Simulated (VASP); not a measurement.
Input of a VASP 6.6.1 run:

INCAR

```
SYSTEM = KTaO3
PREC     = Accurate       ! precision mode
ENCUT    = 520            ! plane-wave cutoff, eV
EDIFF    = 1E-7           ! SCF threshold, eV
ISMEAR   = 0              ! smearing method
SIGMA    = 0.05           ! smearing width, eV
LREAL    = .FALSE.        ! projectors in reciprocal space
LASPH    = .TRUE.         ! aspherical terms in the spheres
NELM     = 100            ! most SCF steps
ALGO     = Normal         ! electronic algorithm
ISIF     = 2              ! what is computed and relaxed
LWAVE    = .FALSE.        ! write WAVECAR
LCHARG   = .TRUE.         ! write CHGCAR
GGA      = PS             ! functional
LELF     = .TRUE.         ! ELF
LVHAR    = .TRUE.       
NBANDS   = 27             ! bands
```

Contents of KPOINTS:

```
Automatic mesh
0
G
  8 8 8
  0 0 0
```

POSCAR

```
KTaO3
1.0
    3.4841009675      0.0000000000      0.0000000000
    0.0000000000      3.4841009675      0.0000000000
    0.0000000000      0.0000000000      5.2261514513
K Ta O
1 1 3
Direct
    0.5000000000      0.5000000000      0.5000000000
    0.0000000000      0.0000000000      0.0000000000
    0.5000000000      0.0000000000      0.0000000000
    0.0000000000      0.5000000000      0.0000000000
    0.0000000000      0.0000000000      0.5000000000
```

Potentials or basis: VASP PAW PBE potentials, release 64 (K_sv, Ta_pv, O).

The run is started by

```bash
$ cat potpaw_PBE.64/K_sv/POTCAR potpaw_PBE.64/Ta_pv/POTCAR potpaw_PBE.64/O/POTCAR > POTCAR
$ mpirun -np 1 vasp_std > vasp.out
```

Task: Estimate the pressure.

Result: 58.5 GPa.

Task: What does it give for the band gap on the k mesh?

Result: 0.61 eV.

Stress tensor (GPa, compression positive):
```
102.98   0.00   0.00
  0.00 102.98   0.00
  0.00   0.00 -30.55
```

Caveat: the cell stands under pressure; the PAW data sets were made with another functional, which shifts forces and pressure a little; spin-orbit coupling is left out, which moves the levels of the heavy elements. A k mesh can miss the band edges.
